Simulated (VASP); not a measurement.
# Sc2GaN3 (P6mm) in VASP: further runs

Sc2GaN3 is run at these levels: PBE; tasks: single point, relaxation of cell and atoms.

Everything below comes from runs of VASP 6.6.1. Logs are shortened: lines on timing, memory, paths and dates and some standing lists are left out, and cuts for length are marked.

## Step 1: The cell of the first run

Symmetry: P6mm, No. 183, hexagonal system. Conventional cell: a = 4.259 Å, b = 4.259 Å, c = 5.560 Å, α = 90.00°, β = 90.00°, γ = 120.00°. Within 2.7 Å of Sc (site symmetry 3m) lie 3 N at 2.07 Å and 3 Sc at 2.46 Å and 3 Ga at 2.46 Å. Within 3.3 Å of Ga (site symmetry 6mm) lie 6 Sc at 2.46 Å and 6 N at 2.63 Å. N (site symmetry 2mm) has 2 Sc at 2.07 Å and 4 N at 2.13 Å and 2 Ga at 2.63 Å within 2.7 Å.

## Step 2: Single point, PBE

File INCAR:

```
SYSTEM = Sc2GaN3
  ALGO = Normal
  EDIFF = 1E-6
  ENCUT = 520
  GGA = PE
  ISIF = 2
  ISMEAR = 0
  LASPH = .TRUE.
  LCHARG = .FALSE.
  LREAL = .FALSE.
  LWAVE = .FALSE.
  NBANDS = 34
  NELM = 80
  PREC = Accurate
  SIGMA = 0.1
```

File KPOINTS:

```
k-points
0
G
  6 6 4
  0 0 0
```

File POSCAR:

```
Sc2GaN3
1.0
    4.2594722800      0.0000000000      0.0000000000
   -2.1297361400      3.6888112000      0.0000000000
    0.0000000000      0.0000000000      5.5596601300
Sc Ga N
2 1 3
Direct
    0.3333333300      0.6666666700      0.5849890600
    0.6666666700      0.3333333300      0.5849890600
    0.0000000000      0.0000000000      0.6065222000
    0.5000000000      0.0000000000      0.8838476900
    0.0000000000      0.5000000000      0.8838476900
    0.5000000000      0.5000000000      0.8838476900
```

Potentials or basis: VASP PAW PBE potentials, release 64 (Sc_sv, Ga_d, N).

Run with:

```bash
cat potpaw_PBE.64/Sc_sv/POTCAR potpaw_PBE.64/Ga_d/POTCAR potpaw_PBE.64/N/POTCAR > POTCAR
mpirun -np 1 vasp_std > vasp.out
```

OUTCAR:

```text
SYSTEM = Sc2GaN3
   EDIFF = 1E-6
   ENCUT = 520
   GGA = PE
   ISIF = 2
   ISMEAR = 0
   LASPH = .TRUE.
   LREAL = .FALSE.
   NELM = 80
   PREC = Accurate

 ion  position               nearest neighbor table
   1  0.333  0.667  0.585-   4 2.07   5 2.07   6 2.07   2 2.46   2 2.46   2 2.46   3 2.46   3 2.46
                             3 2.46
   2  0.667  0.333  0.585-   4 2.07   5 2.07   6 2.07   1 2.46   1 2.46   1 2.46   3 2.46   3 2.46
                             3 2.46
   3  0.000  0.000  0.607-   1 2.46   2 2.46   1 2.46   2 2.46   2 2.46   1 2.46
   4  0.500  0.000  0.884-   1 2.07   2 2.07
   5  0.000  0.500  0.884-   1 2.07   2 2.07
   6  0.500  0.500  0.884-   1 2.07   2 2.07

  LATTYP: Found a hexagonal cell.
 ALAT       =     4.2594722800
 C/A-ratio  =     1.3052462288

  Lattice vectors:

 A1 = (   4.2594722800,   0.0000000000,   0.0000000000)
 A2 = (  -2.1297361400,   3.6888112000,   0.0000000000)
 A3 = (   0.0000000000,   0.0000000000,   5.5596601300)

Analysis of symmetry for initial positions (statically):
=====================================================================
 Subroutine PRICEL returns:
 Original cell was already a primitive cell.

 Routine SETGRP: Setting up the symmetry group for a
 hexagonal supercell.

 Subroutine GETGRP returns: Found 12 space group operations
 (whereof 12 operations were pure point group operations)
 out of a pool of 24 trial point group operations.

The static configuration has the point symmetry C_6v.

Analysis of symmetry for dynamics (positions and initial velocities):
=====================================================================
 Subroutine PRICEL returns:
 Original cell was already a primitive cell.

 Routine SETGRP: Setting up the symmetry group for a
 hexagonal supercell.

 Subroutine GETGRP returns: Found 12 space group operations
 (whereof 12 operations were pure point group operations)
 out of a pool of 24 trial point group operations.

The dynamic configuration has the point symmetry C_6v.

 Subroutine INISYM returns: Found 12 space group operations
 (whereof 12 operations are pure point group operations),
 and found     1 'primitive' translations

----------------------------------------------------------------------------------------

                                     Primitive cell

  volume of cell :      87.3555

  direct lattice vectors                    reciprocal lattice vectors
     4.259472280  0.000000000  0.000000000     0.234770867  0.135545023  0.000000000
    -2.129736140  3.688811200  0.000000000     0.000000000  0.271090047  0.000000000
     0.000000000  0.000000000  5.559660130     0.000000000  0.000000000  0.179867110

  length of vectors
     4.259472280  4.259472279  5.559660130     0.271090047  0.271090047  0.179867110

  position of ions in fractional coordinates (direct lattice)
     0.333333330  0.666666670  0.584989060
     0.666666670  0.333333330  0.584989060
     0.000000000  0.000000000  0.606522200
     0.500000000  0.000000000  0.883847690
     0.000000000  0.500000000  0.883847690
     0.500000000  0.500000000  0.883847690

  ion indices of the primitive-cell ions
   primitive index   ion index
                 1           1
                 2           2
                 3           3
                 4           4
                 5           5
                 6           6

----------------------------------------------------------------------------------------

 KPOINTS: k-points

Automatic generation of k-mesh.
 Grid dimensions read from file:
 generate k-points for:    6    6    4

 Generating k-lattice:

  Cartesian coordinates                     Fractional coordinates (reciprocal lattice)
     0.039128478  0.022590837  0.000000000     0.166666667 -0.000000000  0.000000000
     0.000000000  0.045181674  0.000000000     0.000000000  0.166666667  0.000000000
     0.000000000  0.000000000  0.044966777     0.000000000  0.000000000  0.250000000

  Length of vectors
     0.045181674  0.045181674  0.044966777

  Shift w.r.t. Gamma in fractional coordinates (k-lattice)
     0.000000000  0.000000000  0.000000000

 Subroutine IBZKPT returns following result:
 ===========================================

 Found     21 irreducible k-points:

 Following reciprocal coordinates:
            Coordinates               Weight
  0.000000  0.000000  0.000000      1.000000
  0.166667  0.000000  0.000000      6.000000
  0.333333  0.000000  0.000000      6.000000
  0.500000  0.000000  0.000000      3.000000
  0.166667  0.166667  0.000000      6.000000
  0.333333  0.166667  0.000000     12.000000
[... 13 lines left out ...]
  0.333333  0.166667  0.500000     12.000000
  0.333333  0.333333  0.500000      2.000000
   k-points           NKPTS =     21   k-points in BZ     NKDIM =     21   number of bands    NBANDS=     34
   number of dos      NEDOS =    301   number of ions     NIONS =      6
   total plane-waves  NPLWV =  43008
   dimension x,y,z NGX =    32 NGY =   32 NGZ =   42
   dimension x,y,z NGXF=    64 NGYF=   64 NGZF=   84
   ions per type =               2   1   3
   NGX,Y,Z   is equivalent  to a cutoff of  12.49, 12.49, 12.56 a.u.
   NGXF,Y,Z  is equivalent  to a cutoff of  24.98, 24.98, 25.12 a.u.
 SYSTEM =  Sc2GaN3
   PREC   = accura    normal or accurate (medium, high low for compatibility)
   ISTART =      0    job   : 0-new  1-cont  2-samecut
   ICHARG =      2    charge: 1-file 2-atom 10-const
   ISPIN  =      1    spin polarized calculation?
   LNONCOLLINEAR =      F non collinear calculations
   LSORBIT =      F    spin-orbit coupling
   LASPH  =      T    aspherical Exc in radial PAW
   ENCUT  =  520.0 eV  38.22 Ry    6.18 a.u.   7.92  7.92 10.34*2*pi/ulx,y,z
   NELM   =     80;   NELMIN=  2; NELMDL= -5     # of ELM steps
   EDIFF  = 0.1E-05   stopping-criterion for ELM
   LREAL  =      F    real-space projection
   EDIFFG = 0.1E-04   stopping-criterion for IOM
   NSW    =      0    number of steps for IOM
   IBRION =     -1    ionic relax: 0-MD 1-quasi-New 2-CG
   NFREE  =      0    steps in history (QN), initial steepest desc. (CG)
   ISIF   =      2    stress and relaxation
   ISYM   =      2    0-nonsym 1-usesym 2-fastsym
   POTIM  = 0.5000    time-step for ionic-motion
   TEBEG  =    0.0;   TEEND  =   0.0 temperature during run
   PSTRESS=    0.0 pullay stress
   NELECT =      50.0000    total number of electrons
   NUPDOWN=      -1.0000    fix difference up-down
   EMIN   =  10.00;   EMAX   =-10.00  energy-range for DOS
   EFERMI =   0.00;   METHOD = LEGACY
   ISMEAR =     0;   SIGMA  =   0.10  broadening in eV -4-tet -1-fermi 0-gaus
   EFERMI_NEDOS =   21; number of points for ismear=-14 and -15
   IALGO  =     38    algorithm
   IMIX   =      4    mixing-type and parameters
     AMIX     =   0.40;   BMIX     =  1.00
     AMIX_MAG =   1.60;   BMIX_MAG =  1.00
  volume/ion in A,a.u.               =      14.56        98.25
  Fermi-wavevector in a.u.,A,eV,Ry     =   1.359256  2.568622 25.137819  1.847578
  Thomas-Fermi vector in A             =   2.486020
   LORBIT       =      0    0 simple, 1 ext, 2 COOP (PROOUT), +10 PAW based schemes
   GGA     = PE    functional components
   LHFCALC =     F    Hartree Fock is set to
   AEXX    =    0.0000 exact exchange contribution
   IVDW    =     0    specifies the selected vdW correction
   LEPSILON=     F    determine dielectric tensor
   LRPA    =     F    only Hartree local field effects (RPA)
 non-spin polarized calculation
 Gauss-broadening in eV      SIGMA  =   0.10
  energy-cutoff  :      520.00
  volume of cell :       87.36
 maximum number of plane-waves:      2376
 NGX is ok and might be reduce to    32
   NGX = 15   NGY = 15   NGZ = 21

 number of electron      49.9999990 magnetization

 Free energy of the ion-electron system (eV)
  ---------------------------------------------------
  ext. energy  EPLUGINS =         0.00000000
  ---------------------------------------------------
  free energy    TOTEN  =       -29.46176424 eV

  energy without entropy =      -29.45192192  energy(sigma->0) =      -29.45684308

 E-fermi :   3.6780     XC(G=0): -10.0198

 val. band max:        3.6768404825   @ k =   0.1667   0.1667   0.2500
 cond. band min:       3.7185266225   @ k =   0.1667   0.1667   0.0000
 fundamental gap:      0.0416861399
 Fermi energy:         3.6780055815

 k-point     1 :       0.0000    0.0000    0.0000
  band No.  band energies     occupation
      1     -44.7982      2.00000
      2     -44.1089      2.00000
      3     -24.2796      2.00000
      4     -24.2796      2.00000
      5     -23.6766      2.00000
      6     -22.9504      2.00000
[... 26 lines left out ...]
     33       9.0018      0.00000
     34       9.1072      0.00000

 k-point     2 :       0.1667    0.0000    0.0000
  band No.  band energies     occupation
      1     -44.7589      2.00000
      2     -44.1514      2.00000
      3     -24.3230      2.00000
      4     -24.2106      2.00000
      5     -23.6363      2.00000
      6     -22.9933      2.00000
[... 26 lines left out ...]
     33       8.7589      0.00000
     34       8.9574      0.00000

 k-point     3 :       0.3333    0.0000    0.0000
  band No.  band energies     occupation
      1     -44.6570      2.00000
      2     -44.2600      2.00000
      3     -24.4023      2.00000
      4     -24.0655      2.00000
      5     -23.5323      2.00000
      6     -23.1036      2.00000
[... 26 lines left out ...]
     33       8.7353      0.00000
     34       8.8629      0.00000
[... 593 lines left out ...]
 k-point    20 :       0.3333    0.1667    0.5000
  band No.  band energies     occupation
      1     -44.5745      2.00000
      2     -44.3456      2.00000
      3     -24.4992      2.00000
      4     -23.8616      2.00000
      5     -23.4552      2.00000
      6     -23.1913      2.00000
[... 26 lines left out ...]
     33       7.7549      0.00000
     34       8.8629      0.00000

 k-point    21 :       0.3333    0.3333    0.5000
  band No.  band energies     occupation
      1     -44.4609      2.00000
      2     -44.4609      2.00000
      3     -24.5637      2.00000
      4     -23.5292      2.00000
      5     -23.5292      2.00000
      6     -23.2957      2.00000
[... 26 lines left out ...]
     33       6.5946      0.00000
     34       7.9136      0.00000

------------------------ aborting loop because EDIFF is reached ----------------------------------------

  FORCE on cell =-STRESS in cart. coord.  units (eV):
  Direction    XX          YY          ZZ          XY          YZ          ZX
  --------------------------------------------------------------------------------------
  -------------------------------------------------------------------------------------
  Total       24.1237709     24.1237709      2.8293585      0.0000000      0.0000000      0.0000000
  in kB      442.4511313    442.4511310     51.8929186      0.0000000      0.0000000      0.0000000
  external PRESSURE =     312.2650603 kB  Pullay stress =       0.0000000 kB

 VOLUME and BASIS-vectors are now :
 -----------------------------------------------------------------------------
  energy-cutoff  :      520.00
  volume of cell :       87.36
      direct lattice vectors                 reciprocal lattice vectors
     4.259472280  0.000000000  0.000000000     0.234770867  0.135545023  0.000000000
    -2.129736140  3.688811200  0.000000000     0.000000000  0.271090047  0.000000000
     0.000000000  0.000000000  5.559660130     0.000000000  0.000000000  0.179867110

 POSITION                                       TOTAL-FORCE (eV/Angst)
 -----------------------------------------------------------------------------------
     -0.00000      2.45921      3.25234         0.000000      0.000000     -2.773446
      2.12974      1.22960      3.25234         0.000000     -0.000000     -2.773446
      0.00000      0.00000      3.37206        -0.000000     -0.000000      0.754690
      2.12974      0.00000      4.91389        -0.000000      0.000000      1.597401
     -1.06487      1.84441      4.91389        -0.000000     -0.000000      1.597401
      1.06487      1.84441      4.91389        -0.000000     -0.000000      1.597401
 -----------------------------------------------------------------------------------
    total drift:                               -0.000000     -0.000001     -0.000966

  FREE ENERGIE OF THE ION-ELECTRON SYSTEM (eV)
  ---------------------------------------------------
  free  energy   TOTEN  =       -29.4617642425 eV

  energy  without entropy=      -29.4519219232  energy(sigma->0) =      -29.45684308
```

Run time: 61 s. Hardware: 1 thread of Oxide Virtual Turin-like, shared host; peak memory 0.19 GiB.

Results:

| Item | Value |
| --- | --- |
| Free energy | -29.4618 eV |
| Pressure | 31.2 GPa |
| Largest force | 2.773 eV/Å |
| Band gap on the k mesh | zero (band 25 reaches 3.72 eV, above the bottom of band 26 at 3.08 eV) |

Forces in eV/Å, atoms in the order of the input:
```
Sc   0.000  0.000 -2.773
Sc   0.000  0.000 -2.773
Ga   0.000  0.000  0.755
N    0.000  0.000  1.597
N    0.000  0.000  1.597
N    0.000  0.000  1.597
```

Stress tensor (GPa, compression positive):
```
44.25  0.00  0.00
 0.00 44.25  0.00
 0.00  0.00  5.19
```

Levels at points of the mesh, in eV from the Fermi level:
```csv
k point,band 22,band 23,band 24,band 25,band 26,band 27,band 28,band 29
"(0.00, 0.00, 0.00)",-1.36,-1.36,-0.57,-0.57,0.50,2.03,2.03,2.91
"(0.50, 0.00, 0.00)",-1.45,-1.13,-0.97,-0.86,-0.60,0.95,1.12,2.26
"(0.00, 0.00, 0.50)",-1.25,-1.25,-0.64,-0.64,0.06,2.00,2.00,2.92
"(0.50, 0.00, 0.50)",-1.30,-1.07,-0.98,-0.86,-0.26,1.02,1.11,2.06
```

Caveat: forces of over 1 eV/Å act on the atoms, so gaps and moduli don't describe the material at rest.

## Step 3: Relaxation of cell and atoms, PBE

File INCAR:

```
PREC = Accurate
ENCUT = 600
EDIFF = 1E-6
ISMEAR = 0
SIGMA = 0.1
LREAL = False
LASPH = True
NELM = 60
ALGO = Normal
ISIF = 3
LWAVE = False
LCHARG = False
GGA = PE
IBRION = 2
NSW = 90
EDIFFG = -0.04
```

File KPOINTS:

```
regular mesh
0
Gamma
  6 6 4
```

POSCAR is that of step 2.

Potentials or basis: VASP PAW PBE potentials, release 64 (Sc_sv, Ga_d, N).

Run with:

```bash
cat potpaw_PBE.64/Sc_sv/POTCAR potpaw_PBE.64/Ga_d/POTCAR potpaw_PBE.64/N/POTCAR > POTCAR
mpirun -np 1 vasp_std > vasp.out
```

OUTCAR:

```text
PREC = Accurate
   ENCUT = 600
   EDIFF = 1E-6
   ISMEAR = 0
   LREAL = False
   LASPH = True
   NELM = 60
   ISIF = 3
   GGA = PE
   IBRION = 2
   NSW = 90
   EDIFFG = -0.04

 ion  position               nearest neighbor table
   1  0.333  0.667  0.585-   4 2.07   5 2.07   6 2.07   2 2.46   2 2.46   2 2.46   3 2.46   3 2.46
                             3 2.46
   2  0.667  0.333  0.585-   4 2.07   5 2.07   6 2.07   1 2.46   1 2.46   1 2.46   3 2.46   3 2.46
                             3 2.46
   3  0.000  0.000  0.607-   1 2.46   2 2.46   1 2.46   2 2.46   2 2.46   1 2.46
   4  0.500  0.000  0.884-   1 2.07   2 2.07
   5  0.000  0.500  0.884-   1 2.07   2 2.07
   6  0.500  0.500  0.884-   1 2.07   2 2.07

  LATTYP: Found a hexagonal cell.
 ALAT       =     4.2594722800
 C/A-ratio  =     1.3052462288
[... 195 lines left out ...]
  Total       24.0882501     24.0882501      2.7901818      0.0000000      0.0000000      0.0000000
  in kB      441.7996487    441.7996485     51.1743823      0.0000000      0.0000000      0.0000000
  external PRESSURE =     311.5912265 kB  Pullay stress =       0.0000000 kB
[... 1504 lines left out ...]
     29       5.7646      0.00000
     30       7.1064      0.00000

[... ionic steps 4 to 38 ...]

--------------------------------------- Ionic step       39  -------------------------------------------

 number of electron      49.9999968 magnetization

------------------------ aborting loop because EDIFF is reached ----------------------------------------
[... 75 lines left out ...]
--------------------------------------- Ionic step       41  -------------------------------------------

 number of electron      49.9999968 magnetization

 Free energy of the ion-electron system (eV)
  ---------------------------------------------------
  ext. energy  EPLUGINS =         0.00000000
  ---------------------------------------------------
  free energy    TOTEN  =       -43.80713180 eV

  energy without entropy =      -43.78688769  energy(sigma->0) =      -43.79700975

 E-fermi :   4.4175     XC(G=0): -11.2538

 val. band max:        4.2292248967   @ k =   0.0000   0.0000   0.5000
 cond. band min:       4.4239948891   @ k =   0.1667   0.0000   0.0000
 fundamental gap:      0.1947699924
 Fermi energy:         4.4174564293
[... 724 lines left out ...]
  FREE ENERGIE OF THE ION-ELECTRON SYSTEM (eV)
  ---------------------------------------------------
  free  energy   TOTEN  =       -43.8071318010 eV

  energy  without entropy=      -43.7868876948  energy(sigma->0) =      -43.79700975

 reached required accuracy - stopping structural energy minimisation
```

It took 33 min on 1 thread of Oxide Virtual Turin-like, shared host; peak memory 0.26 GiB.

What came out:

* Free energy: -43.8071 eV
* Relaxed volume: 12.91 Å³/atom
* Relaxed cell: a = 5.421 Å, b = 5.421 Å, c = 3.045 Å, α = 90.00°, β = 90.00°, γ = 120.00°
* Space group after relaxing (to 0.05 Å): P6/mmm (No. 191)
* Energy gained by relaxing: 2390.0 meV/atom
* Ionic steps: 41
* Pressure after relaxing: -0.1 GPa
* Largest force after relaxing: 0.017 eV/Å
* Band gap on the k mesh: zero (band 25 reaches 4.76 eV, above the bottom of band 26 at 3.88 eV)

Forces on the atoms (eV/Å):
```
Sc   0.000  0.000  0.017
Sc   0.000  0.000  0.017
Ga   0.000  0.000 -0.012
N    0.000  0.000 -0.008
N    0.000  0.000 -0.008
N    0.000  0.000 -0.008
```

Stress tensor (GPa, compression positive):
```
-0.07  0.00  0.00
 0.00 -0.07  0.00
 0.00  0.00 -0.18
```

Step by step:
```tsv
step	energy change (eV)	largest force (eV/Å)	pressure (GPa)	volume (Å³)
1	0.0000	2.7756	31.16	87.36
3	-2.7797	1.5471	-3.30	110.57
5	-9.4121	4.0613	8.73	101.30
7	-9.7861	4.5946	6.01	99.54
9	-9.9259	3.9999	0.66	101.10
11	-10.8373	2.6654	-3.64	100.16
13	-11.6477	0.6766	-19.83	94.61
15	-12.5408	0.9397	-14.54	91.65
17	-13.4630	0.7954	-3.68	79.61
19	-13.6858	0.7894	-0.38	78.19
21	-13.8556	0.7643	3.08	77.30
23	-13.8996	0.7013	-1.89	80.09
25	-14.0194	0.6787	-2.04	79.90
27	-14.2927	0.5787	-2.20	79.04
29	-14.3320	0.1719	0.50	77.26
31	-14.3350	0.1068	-0.53	77.73
33	-14.3363	0.0905	0.09	77.40
35	-14.3384	0.0598	0.45	77.23
37	-14.3387	0.0554	0.53	77.15
39	-14.3397	0.0466	-0.12	77.48
41	-14.3400	0.0174	-0.11	77.49
```

Final structure:
```xyz
6
Lattice="5.4210 0.0000 0.0000 -2.7105 4.6947 0.0000 0.0000 0.0000 3.0447" Properties=species:S:1:pos:R:3 pbc="T T T"
Sc    0.0000    3.1298    1.2299
Sc    2.7105    1.5649    1.2299
Ga    0.0000    0.0000    2.7624
N     2.7105    0.0000    2.7533
N    -1.3552    2.3474    2.7533
N     1.3552    2.3474    2.7533
```
